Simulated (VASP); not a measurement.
# BP (hm.bB) (F-43m) in VASP: notebook

BP (hm.bB) is run at these levels: PBE; tasks: single point.

All numbers are computed with VASP 6.6.1; they aren't measurements. Logs are shortened: lines on timing, memory, paths and dates and some standing lists are left out, and cuts for length are marked.

## 1. The cell of the first run

The structure is cubic, space group F-43m (No. 216). The conventional cell has a = 4.548 Å, b = 4.548 Å, c = 4.548 Å, α = 90.00°, β = 90.00°, γ = 90.00°. Within 2.6 Å of B (site symmetry -43m) lie 4 P at 1.97 Å. P (site symmetry -43m) has 4 B at 1.97 Å within 2.6 Å.

## 2. Single point, PBE

Contents of INCAR:

```
SYSTEM = BP
ALGO = Normal ; EDIFF = 1E-6
ENCUT = 500 ; GGA = PE
GGA_COMPAT = .FALSE. ; ISIF = 2
ISMEAR = 0 ; LASPH = .TRUE.
LCHARG = .FALSE. ; LREAL = .FALSE.
LWAVE = .FALSE. ; NBANDS = 11
NELM = 120 ; PREC = Accurate
SIGMA = 0.02
```

Contents of KPOINTS:

```
k-points
0
G
  10 10 10
  0 0 0
```

Contents of POSCAR:

```
BP
1.0
    0.0000000000      2.2740784986      2.2740784986
    2.2740784986      0.0000000000      2.2740784986
    2.2740784986      2.2740784986      0.0000000000
B P
1 1
Direct
    0.0000000000      0.0000000000      0.0000000000
    0.2500000000      0.2500000000      0.2500000000
```

Potentials or basis: VASP PAW PBE potentials, release 64 (B, P).

Started as:

```sh
> cat potpaw_PBE.64/B/POTCAR potpaw_PBE.64/P/POTCAR > POTCAR
> mpirun -np 1 vasp_std > vasp.out
```

OUTCAR:

```text
SYSTEM = BP
   EDIFF = 1E-6
   ENCUT = 500
   GGA = PE
   ISIF = 2
   ISMEAR = 0
   LASPH = .TRUE.
   LREAL = .FALSE.
   NELM = 120
   PREC = Accurate

 ion  position               nearest neighbor table
   1  0.000  0.000  0.000-   2 1.97   2 1.97   2 1.97   2 1.97
   2  0.250  0.250  0.250-   1 1.97   1 1.97   1 1.97   1 1.97

  LATTYP: Found a face centered cubic cell.
 ALAT       =     4.5481569972

  Lattice vectors:

 A1 = (   0.0000000000,   2.2740784986,   2.2740784986)
 A2 = (   2.2740784986,   0.0000000000,   2.2740784986)
 A3 = (   2.2740784986,   2.2740784986,   0.0000000000)

Analysis of symmetry for initial positions (statically):
=====================================================================
 Subroutine PRICEL returns:
 Original cell was already a primitive cell.

 Routine SETGRP: Setting up the symmetry group for a
 face centered cubic supercell.

 Subroutine GETGRP returns: Found 24 space group operations
 (whereof 24 operations were pure point group operations)
 out of a pool of 48 trial point group operations.

The static configuration has the point symmetry T_d .

Analysis of symmetry for dynamics (positions and initial velocities):
=====================================================================
 Subroutine PRICEL returns:
 Original cell was already a primitive cell.

 Routine SETGRP: Setting up the symmetry group for a
 face centered cubic supercell.

 Subroutine GETGRP returns: Found 24 space group operations
 (whereof 24 operations were pure point group operations)
 out of a pool of 48 trial point group operations.

The dynamic configuration has the point symmetry T_d .

 Subroutine INISYM returns: Found 24 space group operations
 (whereof 24 operations are pure point group operations),
 and found     1 'primitive' translations

----------------------------------------------------------------------------------------

                                     Primitive cell

  volume of cell :      23.5205

  direct lattice vectors                    reciprocal lattice vectors
     0.000000000  2.274078499  2.274078499    -0.219869279  0.219869279  0.219869279
     2.274078499  0.000000000  2.274078499     0.219869279 -0.219869279  0.219869279
     2.274078499  2.274078499  0.000000000     0.219869279  0.219869279 -0.219869279

  length of vectors
     3.216032655  3.216032655  3.216032655     0.380824762  0.380824762  0.380824762

  position of ions in fractional coordinates (direct lattice)
     0.000000000  0.000000000  0.000000000
     0.250000000  0.250000000  0.250000000

  ion indices of the primitive-cell ions
[... 79 lines left out ...]
   IBRION =     -1    ionic relax: 0-MD 1-quasi-New 2-CG
   NFREE  =      0    steps in history (QN), initial steepest desc. (CG)
   ISIF   =      2    stress and relaxation
   ISYM   =      2    0-nonsym 1-usesym 2-fastsym
   POTIM  = 0.5000    time-step for ionic-motion
   TEBEG  =    0.0;   TEEND  =   0.0 temperature during run
   PSTRESS=    0.0 pullay stress
   NELECT =       8.0000    total number of electrons
   NUPDOWN=      -1.0000    fix difference up-down
   EMIN   =  10.00;   EMAX   =-10.00  energy-range for DOS
   EFERMI =   0.00;   METHOD = LEGACY
   ISMEAR =     0;   SIGMA  =   0.02  broadening in eV -4-tet -1-fermi 0-gaus
   EFERMI_NEDOS =   21; number of points for ismear=-14 and -15
   IALGO  =     38    algorithm
   IMIX   =      4    mixing-type and parameters
     AMIX     =   0.40;   BMIX     =  1.00
     AMIX_MAG =   1.60;   BMIX_MAG =  1.00
  volume/ion in A,a.u.               =      11.76        79.36
  Fermi-wavevector in a.u.,A,eV,Ry     =   1.142763  2.159508 17.767937  1.305907
  Thomas-Fermi vector in A             =   2.279460
   LORBIT       =      0    0 simple, 1 ext, 2 COOP (PROOUT), +10 PAW based schemes
   GGA     = PE    functional components
   LHFCALC =     F    Hartree Fock is set to
   AEXX    =    0.0000 exact exchange contribution
   IVDW    =     0    specifies the selected vdW correction
   LEPSILON=     F    determine dielectric tensor
   LRPA    =     F    only Hartree local field effects (RPA)
 non-spin polarized calculation
 Gauss-broadening in eV      SIGMA  =   0.02
  energy-cutoff  :      500.00
  volume of cell :       23.52
 maximum number of plane-waves:       610
   NGX = 11   NGY = 11   NGZ = 11

 number of electron       8.0000000 magnetization

 Free energy of the ion-electron system (eV)
  ---------------------------------------------------
  ext. energy  EPLUGINS =         0.00000000
  ---------------------------------------------------
  free energy    TOTEN  =       -12.93057768 eV

  energy without entropy =      -12.93057768  energy(sigma->0) =      -12.93057768

 E-fermi :   7.4774     XC(G=0): -10.8784

 val. band max:        7.3537684409   @ k =   0.0000   0.0000   0.0000
 cond. band min:       8.6021451627   @ k =   0.4000   0.4000   0.0000
 fundamental gap:      1.2483767219
 Fermi energy:         7.4773576126

 k-point     1 :       0.0000    0.0000    0.0000
  band No.  band energies     occupation
      1      -8.0469      2.00000
      2       7.3538      2.00000
      3       7.3538      2.00000
      4       7.3538      2.00000
      5      10.7447      0.00000
      6      10.7447      0.00000
      7      10.7447      0.00000
      8      14.6262      0.00000
      9      18.8215      0.00000
     10      19.4634      0.00000
     11      19.4634      0.00000
[... 309 lines left out ...]
 k-point    24 :       0.4000    0.3000    0.0000
  band No.  band energies     occupation
      1      -5.1250      2.00000
      2       1.2082      2.00000
      3       3.3304      2.00000
      4       3.8596      2.00000
      5       9.1706      0.00000
      6      10.9788      0.00000
      7      16.7840      0.00000
      8      16.7992      0.00000
      9      21.2763      0.00000
     10      22.5778      0.00000
     11      24.3167      0.00000

 [... further k-points ...]
[... 5 lines left out ...]
  --------------------------------------------------------------------------------------
  -------------------------------------------------------------------------------------
  Total       -0.0289608     -0.0289608     -0.0289608      0.0000000      0.0000000     -0.0000000
  in kB       -1.9727629     -1.9727629     -1.9727629      0.0000000      0.0000000     -0.0000000
  external PRESSURE =      -1.9727629 kB  Pullay stress =       0.0000000 kB

 VOLUME and BASIS-vectors are now :
 -----------------------------------------------------------------------------
  energy-cutoff  :      500.00
  volume of cell :       23.52
      direct lattice vectors                 reciprocal lattice vectors
     0.000000000  2.274078499  2.274078499    -0.219869279  0.219869279  0.219869279
     2.274078499  0.000000000  2.274078499     0.219869279 -0.219869279  0.219869279
     2.274078499  2.274078499  0.000000000     0.219869279  0.219869279 -0.219869279

 POSITION                                       TOTAL-FORCE (eV/Angst)
 -----------------------------------------------------------------------------------
      0.00000      0.00000      0.00000        -0.000000     -0.000000     -0.000000
      1.13704      1.13704      1.13704         0.000000      0.000000      0.000000
 -----------------------------------------------------------------------------------
    total drift:                                0.000000      0.000000      0.000000

  FREE ENERGIE OF THE ION-ELECTRON SYSTEM (eV)
  ---------------------------------------------------
  free  energy   TOTEN  =       -12.9305776808 eV

  energy  without entropy=      -12.9305776808  energy(sigma->0) =      -12.93057768
```

OSZICAR:

```text
N       E                     dE             d eps       ncg     rms          rms(c)
DAV:   1     0.820933075389E+01    0.82093E+01   -0.38476E+03  1034   0.636E+02
DAV:   2    -0.130628466874E+02   -0.21272E+02   -0.20130E+02  1420   0.105E+02
DAV:   3    -0.136217360273E+02   -0.55889E+00   -0.55756E+00  1305   0.150E+01
DAV:   4    -0.136238721024E+02   -0.21361E-02   -0.21358E-02  1182   0.111E+00
DAV:   5    -0.136238838879E+02   -0.11785E-04   -0.11785E-04  1314   0.814E-02    0.714E+00
DAV:   6    -0.130265568274E+02    0.59733E+00   -0.13722E+00  1163   0.504E+00    0.385E+00
DAV:   7    -0.129377862709E+02    0.88771E-01   -0.22632E-01  1277   0.237E+00    0.132E+00
DAV:   8    -0.129300437306E+02    0.77425E-02   -0.26313E-02  1218   0.923E-01    0.191E-01
DAV:   9    -0.129303686068E+02   -0.32488E-03   -0.71423E-04  1210   0.180E-01    0.121E-01
DAV:  10    -0.129305659134E+02   -0.19731E-03   -0.24763E-04  1151   0.987E-02    0.279E-02
DAV:  11    -0.129305766828E+02   -0.10769E-04   -0.11542E-05  1323   0.225E-02    0.329E-02
DAV:  12    -0.129305776808E+02   -0.99800E-06   -0.45709E-06  1151   0.105E-02
   1 F= -.12930578E+02 E0= -.12930578E+02  d E =-.882447E-21
```

It used 12 s of CPU time on 1 thread of AMD EPYC 7R13 Processor (Zen 3), on a shared host.

What came out:

```
Free energy            : -12.9306 eV
Pressure               : -0.2 GPa
Band gap on the k mesh : 1.25 eV, indirect (least direct gap 3.39 eV)
```

Levels at points of the mesh, in eV from the valence-band top:
| k point | band 1 | band 2 | band 3 | band 4 | band 5 | band 6 | band 7 | band 8 | band 9 |
| --- | --- | --- | --- | --- | --- | --- | --- | --- | --- |
| (0.00, 0.00, 0.00) | -15.40 | 0.00 | 0.00 | 0.00 | 3.39 | 3.39 | 3.39 | 7.27 | 11.47 |
| (0.50, 0.00, 0.00) | -12.10 | -8.99 | -1.75 | -1.75 | 3.74 | 4.71 | 4.71 | 10.10 | 14.58 |
| (0.50, 0.50, 0.00) | -10.58 | -8.55 | -4.09 | -4.09 | 1.35 | 1.67 | 12.06 | 12.06 | 15.15 |

A k mesh can miss the band edges. As with any semilocal functional, this PBE gap is likely too small.

## 3. Single point, PBE

Contents of INCAR:

```
PREC     = Accurate       # precision mode
ENCUT    = 500            # plane-wave cutoff, eV
EDIFF    = 1E-6           # SCF threshold, eV
ISMEAR   = 0              # smearing method
SIGMA    = 0.02           # smearing width, eV
LREAL    = F              # projectors in reciprocal space
LASPH    = T              # aspherical terms in the spheres
NELM     = 120            # most SCF steps
ALGO     = Normal         # electronic algorithm
ISIF     = 2              # what is computed and relaxed
LWAVE    = F              # write WAVECAR
LCHARG   = T              # write CHGCAR
GGA      = PE             # functional
LELF     = T              # ELF
LVHAR    = T            
NBANDS   = 11             # bands
GGA_COMPAT= F
```

Contents of KPOINTS:

```
regular mesh
0
Gamma
  10 10 10
```

POSCAR is that of step 2.

Potentials or basis: VASP PAW PBE potentials, release 64 (B, P).

Started as:

```sh
> cat potpaw_PBE.64/B/POTCAR potpaw_PBE.64/P/POTCAR > POTCAR
> mpirun -np 1 vasp_std > vasp.out
```

It used 22 s of CPU time on 1 thread of AMD EPYC 7R13 Processor (Zen 3), with other jobs on the host.

Results (log left out):

```
Free energy            : -12.9306 eV
Pressure               : -0.2 GPa
Band gap on the k mesh : 1.25 eV, indirect (least direct gap 3.39 eV)
```

Levels at points of the mesh, in eV from the valence-band top:
```tsv
k point	band 1	band 2	band 3	band 4	band 5	band 6	band 7	band 8	band 9
(0.00, 0.00, 0.00)	-15.40	0.00	0.00	0.00	3.39	3.39	3.39	7.27	11.47
(0.50, 0.00, 0.00)	-12.10	-8.99	-1.75	-1.75	3.74	4.71	4.71	10.10	14.58
(0.50, 0.50, 0.00)	-10.58	-8.55	-4.09	-4.09	1.35	1.67	12.06	12.06	15.15
```

A k mesh can miss the band edges.
